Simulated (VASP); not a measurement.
Crystal: RbH2.

```
Rb H
1.0
     1.73893    1.00397    5.25200
    -1.73893    1.00397    5.25200
     0.00000   -2.00794    5.25200
Rb H
1 2
Direct
  0.00000 0.00000 0.00000
  0.75000 0.75000 0.75000
  0.25000 0.25000 0.25000
```

* Program: VASP 6.6.1
* Task: relaxation of cell and atoms
* Functional: PBE
* Potentials or basis: VASP PAW PBE potentials, release 64 (Rb_sv, H)
* Cutoff: 600 eV
* k mesh: 6 × 6 × 6
* Occupations: gaussian, width 0.1 eV
* Spin: no spin polarisation

At the start: pressure 7.3 GPa; volume 18.34 Å³/atom.

Problem. How do energy, volume and symmetry change on relaxing?

Solution. Over 37 steps the energy falls by 366.1 meV/atom and the volume is 21.21 Å³/atom (+15.7 %); space group R-3m (No. 166, to 0.05 Å).

The path:
| step | energy change (eV) | largest force (eV/Å) | pressure (GPa) | volume (Å³) |
| --- | --- | --- | --- | --- |
| 1 | 0.0000 | 0.5165 | 7.31 | 55.01 |
| 2 | -0.3323 | 0.2886 | 3.78 | 61.90 |
| 3 | -0.6076 | 0.0841 | 0.66 | 74.77 |
| 4 | -0.5974 | 0.0984 | -1.52 | 104.76 |
| 5 | -0.6671 | 0.0362 | -0.85 | 89.90 |
| 6 | -0.6690 | 0.0230 | -0.70 | 87.72 |
| 7 | -0.7205 | 0.0203 | -0.70 | 86.29 |
| 8 | -0.8607 | 0.1186 | -0.61 | 81.31 |
| 9 | -0.8389 | 0.2363 | 1.24 | 68.16 |
| 10 | -0.9349 | 0.1177 | -0.22 | 76.37 |
| 11 | -0.9400 | 0.0777 | 0.07 | 74.32 |
| 12 | -0.9404 | 0.0895 | 0.03 | 74.80 |
| 13 | -0.9431 | 0.0837 | -0.02 | 74.87 |
| 14 | -0.9485 | 0.0613 | -0.04 | 75.06 |
| 15 | -0.9438 | 0.0119 | -0.02 | 75.43 |
| 16 | -0.9494 | 0.0457 | -0.08 | 75.16 |
| 17 | -0.9509 | 0.0457 | -0.04 | 75.12 |
| 18 | -0.9557 | 0.0456 | -0.07 | 75.01 |
| 19 | -0.9657 | 0.0420 | -0.08 | 74.76 |
| 20 | -0.9864 | 0.0238 | -0.09 | 74.24 |
| 21 | -1.0202 | 0.0883 | -0.09 | 73.11 |
| 22 | -0.8180 | 0.8613 | 0.51 | 70.43 |
| 23 | -1.0160 | 0.1552 | -0.04 | 72.94 |
| 24 | -1.0183 | 0.1618 | -0.07 | 72.89 |
| 25 | -1.0242 | 0.1844 | -0.15 | 72.72 |
| 26 | -1.0297 | 0.2388 | -0.27 | 72.36 |
| 27 | -1.0358 | 0.2211 | -0.33 | 72.27 |
| 28 | -1.0516 | 0.1702 | -0.49 | 71.98 |
| 29 | -1.0714 | 0.0777 | -0.73 | 71.38 |
| 30 | -1.0682 | 0.0680 | -1.12 | 70.06 |
| 31 | -1.0767 | 0.0082 | -0.93 | 70.84 |
| 32 | -1.0833 | 0.0020 | -0.80 | 69.54 |
| 33 | -1.0955 | 0.0372 | -0.32 | 65.73 |
| 34 | -1.0969 | 0.0572 | -0.07 | 63.91 |
| 35 | -1.0974 | 0.0469 | 0.00 | 63.83 |
| 36 | -1.0980 | 0.0200 | 0.04 | 63.63 |
| 37 | -1.0984 | 0.0161 | 0.02 | 63.63 |

Final structure:
```yaml
crystal:
  lattice:
    - [2.02773, 1.17071, 4.46753]
    - [-2.02773, 1.17071, 4.46753]
    - [0.00000, -2.34142, 4.46753]
  atoms:
    - { symbol: Rb, position: [0.00000, 0.00000, 0.00000] }
    - { symbol: H, position: [0.80396, 0.80396, 0.80396] }
    - { symbol: H, position: [0.19604, 0.19604, 0.19604] }
```

Caveat: the volume moved by over 15 % at a fixed basis, so the end points are rough.
